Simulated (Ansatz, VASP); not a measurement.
**One calculation of TePb, two programs**

INCAR

```
PREC = Accurate
ENCUT = 520
EDIFF = 1E-7
ISMEAR = -1
SIGMA = 0.05
LREAL = F
LASPH = T
NELM = 100
ALGO = Normal
ISIF = 2
LWAVE = F
LCHARG = T
GGA = CA
LELF = T
LVHAR = T
NBANDS = 17
```

Contents of KPOINTS:

```
Automatic mesh
0
Gamma
  7 7 7
```

The input POSCAR:

```
TePb
1.0
    0.0000000000      3.2310000000      3.2310000000
    3.2310000000      0.0000000000      3.2310000000
    3.2310000000      3.2310000000      0.0000000000
Pb Te
1 1
Direct
    0.0000000000      0.0000000000      0.0000000000
    0.5000000000      0.5000000000      0.5000000000
```

input.yaml

```yaml
crystal:
  lattice:
    - [0.0, 3.231, 3.231]
    - [3.231, 0.0, 3.231]
    - [3.231, 3.231, 0.0]
  atoms:
    - { symbol: Pb, position: [0.0, 0.0, 0.0] }
    - { symbol: Te, position: [0.5, 0.5, 0.5] }
hamiltonian:
  xc: lda
  pseudopotentials: { kind: paw }
kpoints:
  mp_grid: { grid: [7, 7, 7] }
  band_path:
    path:
      - [[0.0, 0.0, 0.0], [0.5, 0.0, 0.5], [0.5, 0.25, 0.75], [0.375, 0.375, 0.75], [0.0, 0.0, 0.0], [0.5, 0.5, 0.5], [0.625, 0.25, 0.625], [0.5, 0.25, 0.75], [0.5, 0.5, 0.5], [0.375, 0.375, 0.75]]
      - [[0.625, 0.25, 0.625], [0.5, 0.0, 0.5]]
    npoints: 14
scf:
  occupations: { method: fermi_dirac, width: 0.05 }
  n_extra_bands: 6
output:
  forces: true
  stress: true
  eigenvalues: true
  fatbands: true
  write_density: true
  write_potential: true
  elf: true
  volumetric_format: npy
```

Alike in both runs: functional LDA; k mesh 7 × 7 × 7; occupations fermi-dirac, width 0.05 eV; no spin polarisation.

|  | VASP | Ansatz |
| --- | --- | --- |
| version | VASP 6.6.1 | Ansatz 0.2.0 |
| potentials or method | VASP PAW LDA potentials, release 64 (Pb_d, Te) | Ansatz PAW |
| plane-wave cutoff (eV) | 520 | 420 |
| valence electrons in the cell | 20 | 30 |
| task | single point | band structure |

```tsv
	VASP	Ansatz	Ansatz less VASP
pressure (GPa)	-1.7	-1.7	-0.06
```

LDA's correlation is that of Perdew and Zunger in VASP and of Perdew and Wang (1992) in Ansatz. VASP's potentials hold 20 valence electrons a cell and Ansatz's 30, so a difference there can come from the potentials and not from the codes.

Neither program's run includes spin-orbit coupling.
